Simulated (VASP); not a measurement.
# Al2Cu (I4/mcm) in VASP: electric field gradients with PBEsol

Aim: the electric field gradients of Al2Cu with PBEsol.

All numbers are computed with VASP 6.6.1; they aren't measurements. Logs are shortened: lines on timing, memory, paths and dates and some standing lists are left out, and cuts for length are marked.

## Step 1: The cell of the first run

Symmetry: I4/mcm, No. 140, tetragonal system. Conventional cell: a = 6.067 Å, b = 6.067 Å, c = 4.877 Å, α = 90.00°, β = 90.00°, γ = 90.00°. Al (site symmetry m2m) has 4 Cu at 2.59 Å and 11 Al at 2.71 to 3.23 Å within 3.4 Å. Cu (site symmetry 422) has 2 Cu at 2.44 Å and 8 Al at 2.59 Å within 3.2 Å.

## Step 2: Electric field gradients, PBEsol

INCAR

```
SYSTEM = Al2Cu
ALGO     = Normal         ! electronic algorithm
EDIFF    = 1E-8           ! SCF threshold, eV
ENCUT    = 520            ! plane-wave cutoff, eV
GGA      = PS             ! functional
ISIF     = 2              ! what is computed and relaxed
ISMEAR   = -1             ! smearing method
LASPH    = .True.         ! aspherical terms in the spheres
LCHARG   = .False.        ! write CHGCAR
LEFG     = .True.       
LREAL    = .False.        ! projectors in reciprocal space
LWAVE    = .False.        ! write WAVECAR
NBANDS   = 26             ! bands
NELM     = 80             ! most SCF steps
PREC     = Accurate       ! precision mode
SIGMA    = 0.05           ! smearing width, eV
```

KPOINTS

```
k-points
0
Gamma
  12 12 12
  0 0 0
```

POSCAR

```
Al2Cu
1.0
   -3.0335000000      3.0335000000      2.4385000000
    3.0335000000     -3.0335000000      2.4385000000
    3.0335000000      3.0335000000     -2.4385000000
Al Cu
4 2
Direct
    0.6581000000      0.1581000000      0.8162000000
    0.1581000000      0.3419000000      0.5000000000
    0.3419000000      0.8419000000      0.1838000000
    0.8419000000      0.6581000000      0.5000000000
    0.2500000000      0.2500000000      0.0000000000
    0.7500000000      0.7500000000      0.0000000000
```

Potentials or basis: VASP PAW PBE potentials, release 64 (Al, Cu).

Run with:

```console
cat potpaw_PBE.64/Al/POTCAR potpaw_PBE.64/Cu/POTCAR > POTCAR
mpirun -np 1 vasp_std > vasp.out
```

OUTCAR:

```text
SYSTEM = Al2Cu
   EDIFF = 1E-8
   ENCUT = 520
   GGA = PS
   ISIF = 2
   ISMEAR = -1
   LASPH = .True.
   LREAL = .False.
   NELM = 80
   PREC = Accurate

 ion  position               nearest neighbor table
   1  0.658  0.158  0.816-   5 2.59   6 2.59   5 2.59   6 2.59   3 2.71   3 2.90   3 2.90   2 3.10
                             4 3.10   4 3.10   2 3.10   2 3.23   4 3.23   4 3.23   2 3.23
   2  0.158  0.342  0.500-   5 2.59   5 2.59   6 2.59   6 2.59   4 2.71   4 2.90   4 2.90   1 3.10
                             3 3.10   1 3.10   3 3.10   1 3.23   3 3.23   3 3.23   1 3.23
   3  0.342  0.842  0.184-   5 2.59   6 2.59   5 2.59   6 2.59   1 2.71   1 2.90   1 2.90   4 3.10
                             2 3.10   2 3.10   4 3.10   4 3.23   2 3.23   4 3.23   2 3.23
   4  0.842  0.658  0.500-   6 2.59   6 2.59   5 2.59   5 2.59   2 2.71   2 2.90   2 2.90   1 3.10
                             3 3.10   1 3.10   3 3.10   1 3.23   3 3.23   1 3.23   3 3.23
   5  0.250  0.250  0.000-   6 2.44   6 2.44   1 2.59   3 2.59   1 2.59   3 2.59   2 2.59   2 2.59
                             4 2.59   4 2.59
   6  0.750  0.750  0.000-   5 2.44   5 2.44   1 2.59   3 2.59   1 2.59   3 2.59   4 2.59   4 2.59
                             2 2.59   2 2.59

  LATTYP: Found a body centered tetragonal cell.
 ALAT       =     6.0670000000
 C/A-ratio  =     0.8038569309

  Lattice vectors:

 A1 = (  -3.0335000000,   3.0335000000,   2.4385000000)
 A2 = (   3.0335000000,  -3.0335000000,   2.4385000000)
 A3 = (   3.0335000000,   3.0335000000,  -2.4385000000)

Analysis of symmetry for initial positions (statically):
=====================================================================
 Subroutine PRICEL returns:
 Original cell was already a primitive cell.

 Routine SETGRP: Setting up the symmetry group for a
 body centered tetragonal supercell.

 Subroutine GETGRP returns: Found 16 space group operations
 (whereof  8 operations were pure point group operations)
 out of a pool of 16 trial point group operations.

The static configuration has the point symmetry C_4h.
 The point group associated with its full space group is D_4h.

Analysis of symmetry for dynamics (positions and initial velocities):
=====================================================================
 Subroutine PRICEL returns:
 Original cell was already a primitive cell.

 Routine SETGRP: Setting up the symmetry group for a
 body centered tetragonal supercell.

 Subroutine GETGRP returns: Found 16 space group operations
 (whereof  8 operations were pure point group operations)
 out of a pool of 16 trial point group operations.

The dynamic configuration has the point symmetry C_4h.
 The point group associated with its full space group is D_4h.

 Subroutine INISYM returns: Found 16 space group operations
 (whereof  8 operations are pure point group operations),
 and found     1 'primitive' translations

----------------------------------------------------------------------------------------

                                     Primitive cell

  volume of cell :      89.7575

  direct lattice vectors                    reciprocal lattice vectors
    -3.033500000  3.033500000  2.438500000     0.000000000  0.164826108  0.205044084
     3.033500000 -3.033500000  2.438500000     0.164826108  0.000000000  0.205044084
     3.033500000  3.033500000 -2.438500000     0.164826108  0.164826108  0.000000000

  length of vectors
     4.934625290  4.934625290  4.934625290     0.263079309  0.263079309  0.233099318

  position of ions in fractional coordinates (direct lattice)
     0.658100000  0.158100000  0.816200000
     0.158100000  0.341900000  0.500000000
     0.341900000  0.841900000  0.183800000
     0.841900000  0.658100000  0.500000000
     0.250000000  0.250000000  0.000000000
     0.750000000  0.750000000  0.000000000

  ion indices of the primitive-cell ions
   primitive index   ion index
                 1           1
                 2           2
                 3           3
                 4           4
[... 66 lines left out ...]
   ISTART =      0    job   : 0-new  1-cont  2-samecut
   ICHARG =      2    charge: 1-file 2-atom 10-const
   ISPIN  =      1    spin polarized calculation?
   LNONCOLLINEAR =      F non collinear calculations
   LSORBIT =      F    spin-orbit coupling
   LASPH  =      T    aspherical Exc in radial PAW
   ENCUT  =  520.0 eV  38.22 Ry    6.18 a.u.   9.18  9.18  9.18*2*pi/ulx,y,z
   NELM   =     80;   NELMIN=  2; NELMDL= -5     # of ELM steps
   EDIFF  = 0.1E-07   stopping-criterion for ELM
   LREAL  =      F    real-space projection
   EDIFFG = 0.1E-06   stopping-criterion for IOM
   NSW    =      0    number of steps for IOM
   IBRION =     -1    ionic relax: 0-MD 1-quasi-New 2-CG
   NFREE  =      0    steps in history (QN), initial steepest desc. (CG)
   ISIF   =      2    stress and relaxation
   ISYM   =      2    0-nonsym 1-usesym 2-fastsym
   POTIM  = 0.5000    time-step for ionic-motion
   TEBEG  =    0.0;   TEEND  =   0.0 temperature during run
   PSTRESS=    0.0 pullay stress
   NELECT =      34.0000    total number of electrons
   NUPDOWN=      -1.0000    fix difference up-down
   EMIN   =  10.00;   EMAX   =-10.00  energy-range for DOS
   EFERMI =   0.00;   METHOD = LEGACY
   ISMEAR =    -1;   SIGMA  =   0.05  broadening in eV -4-tet -1-fermi 0-gaus
   EFERMI_NEDOS =   21; number of points for ismear=-14 and -15
   IALGO  =     38    algorithm
   IMIX   =      4    mixing-type and parameters
     AMIX     =   0.40;   BMIX     =  1.00
     AMIX_MAG =   1.60;   BMIX_MAG =  1.00
  volume/ion in A,a.u.               =      14.96       100.95
  Fermi-wavevector in a.u.,A,eV,Ry     =   1.184525  2.238428 19.090326  1.403099
  Thomas-Fermi vector in A             =   2.320737
   LORBIT       =      0    0 simple, 1 ext, 2 COOP (PROOUT), +10 PAW based schemes
   GGA     = PS    functional components
   LHFCALC =     F    Hartree Fock is set to
   AEXX    =    0.0000 exact exchange contribution
   IVDW    =     0    specifies the selected vdW correction
   LEPSILON=     F    determine dielectric tensor
   LRPA    =     F    only Hartree local field effects (RPA)
 non-spin polarized calculation
  energy-cutoff  :      520.00
  volume of cell :       89.76
 maximum number of plane-waves:      2449
 NGX is ok and might be reduce to    40
   NGX = 19   NGY = 19   NGZ = 19

 number of electron      33.9999978 magnetization

 Free energy of the ion-electron system (eV)
  ---------------------------------------------------
  ext. energy  EPLUGINS =         0.00000000
  ---------------------------------------------------
  free energy    TOTEN  =       -25.98396311 eV

  energy without entropy =      -25.96720161  energy(sigma->0) =      -25.97558236

 E-fermi :   7.8251     XC(G=0): -10.9320

 val. band max:        7.8247485179   @ k =  -0.2500   0.5000   0.0833
 cond. band min:       7.8462753095   @ k =  -0.3333  -0.4167   0.2500
 fundamental gap:      0.0215267916
 Fermi energy:         7.8251138013

 k-point     1 :       0.0000    0.0000    0.0000
  band No.  band energies     occupation
      1      -2.8764      2.00000
      2       2.5561      2.00000
      3       2.7618      2.00000
      4       2.7618      2.00000
      5       2.7725      2.00000
      6       3.6636      2.00000
[... 685 lines left out ...]
     25      13.6629      0.00000
     26      15.0136      0.00000

 [... further k-points ...]
[... 5 lines left out ...]
  --------------------------------------------------------------------------------------
  -------------------------------------------------------------------------------------
  Total       -1.7507947     -1.7507947     -1.9405342      0.0000000      0.0000000      0.0000000
  in kB      -31.2518006    -31.2518006    -34.6386635      0.0000000      0.0000000      0.0000000
  external PRESSURE =     -32.3807549 kB  Pullay stress =       0.0000000 kB

 VOLUME and BASIS-vectors are now :
 -----------------------------------------------------------------------------
  energy-cutoff  :      520.00
  volume of cell :       89.76
      direct lattice vectors                 reciprocal lattice vectors
    -3.033500000  3.033500000  2.438500000     0.000000000  0.164826108  0.205044084
     3.033500000 -3.033500000  2.438500000     0.164826108  0.000000000  0.205044084
     3.033500000  3.033500000 -2.438500000     0.164826108  0.164826108  0.000000000

 POSITION                                       TOTAL-FORCE (eV/Angst)
 -----------------------------------------------------------------------------------
      0.95919      3.99269     -0.00000         0.053148      0.053148     -0.000000
      2.07431      0.95919      0.00000        -0.053148      0.053148     -0.000000
      2.07431     -0.95919      2.43850        -0.053148     -0.053148     -0.000000
      0.95919      2.07431      2.43850         0.053148     -0.053148      0.000000
      0.00000      0.00000      1.21925         0.000000     -0.000000     -0.000000
      0.00000      0.00000      3.65775         0.000000     -0.000000     -0.000000
 -----------------------------------------------------------------------------------
    total drift:                               -0.000000     -0.000000      0.000000

  FREE ENERGIE OF THE ION-ELECTRON SYSTEM (eV)
  ---------------------------------------------------
  free  energy   TOTEN  =       -25.9839631052 eV

  energy  without entropy=      -25.9672016143  energy(sigma->0) =      -25.97558236

 Electric field gradients (V/A^2)
---------------------------------------------------------------------
 ion       V_xx      V_yy      V_zz      V_xy      V_xz      V_yz
---------------------------------------------------------------------
   1      -3.028    -3.028     6.055     4.438    -0.000    -0.000
   2      -3.027    -3.027     6.055    -4.438     0.000     0.000
   3      -3.028    -3.028     6.055     4.438    -0.000    -0.000
   4      -3.027    -3.027     6.055    -4.438     0.000     0.000
   5      14.967    14.967   -29.933     0.004     0.004     0.004
   6      14.967    14.967   -29.933     0.004     0.004     0.004
---------------------------------------------------------------------

 Electric field gradients after diagonalization (V/A^2)
 (convention: |V_zz| > |V_xx| > |V_yy|)
----------------------------------------------------------------------
 ion       V_xx      V_yy      V_zz     asymmetry (V_yy - V_xx)/ V_zz
----------------------------------------------------------------------
   1       6.055     1.411    -7.466       0.622
   2       6.055     1.411    -7.466       0.622
   3       6.055     1.411    -7.466       0.622
   4       6.055     1.411    -7.466       0.622
   5      14.970    14.963   -29.933       0.000
   6      14.970    14.963   -29.933       0.000
----------------------------------------------------------------------

           NMR quadrupolar parameters

 Cq : quadrupolar parameter    Cq=e*Q*V_zz/h
 eta: asymmetry parameters     (V_yy - V_xx)/ V_zz
 Q  : nuclear electric quadrupole moment in mb (millibarn)
----------------------------------------------------------------------
 ion       Cq(MHz)       eta       Q (mb)
----------------------------------------------------------------------
   1      -0.018       0.622       1.000
   2      -0.018       0.622       1.000
   3      -0.018       0.622       1.000
   4      -0.018       0.622       1.000
   5      -0.072       0.000       1.000
   6      -0.072       0.000       1.000
----------------------------------------------------------------------
```

Run time: 15 min. Hardware: 1 thread of Oxide Virtual Turin-like, shared host; peak memory 0.42 GiB.

Results:

```
Free energy                             : -25.9840 eV
Pressure                                : -3.2 GPa
Largest force                           : 0.075 eV/Å
Band gap on the k mesh                  : zero (bands 17 and 18 overlap by 4.31 eV)
Largest electric field gradient by atom : Al -7.5; Cu -29.9 V/Å²
```

Forces on the atoms (eV/Å):
```
Al   0.053  0.053  0.000
Al  -0.053  0.053  0.000
Al  -0.053 -0.053  0.000
Al   0.053 -0.053  0.000
Cu   0.000  0.000  0.000
Cu   0.000  0.000  0.000
```

Electric field gradients, principal values (V/Å²):
| atom | least | middle | greatest (by size) |
| --- | --- | --- | --- |
| 1 Al | 1.411 | 6.055 | -7.466 |
| 2 Al | 1.411 | 6.055 | -7.466 |
| 3 Al | 1.411 | 6.055 | -7.466 |
| 4 Al | 1.411 | 6.055 | -7.466 |
| 5 Cu | 14.963 | 14.970 | -29.933 |
| 6 Cu | 14.963 | 14.970 | -29.933 |

Caveat: the cell stands under tension; without QUAD_EFG the Cq values of the log hold for a quadrupole moment of 1 mb, not for the nuclei; the PAW data sets were made with another functional, which shifts forces and pressure a little.

The gap in the log of VASP goes by the Fermi energy; the results here count the filled bands.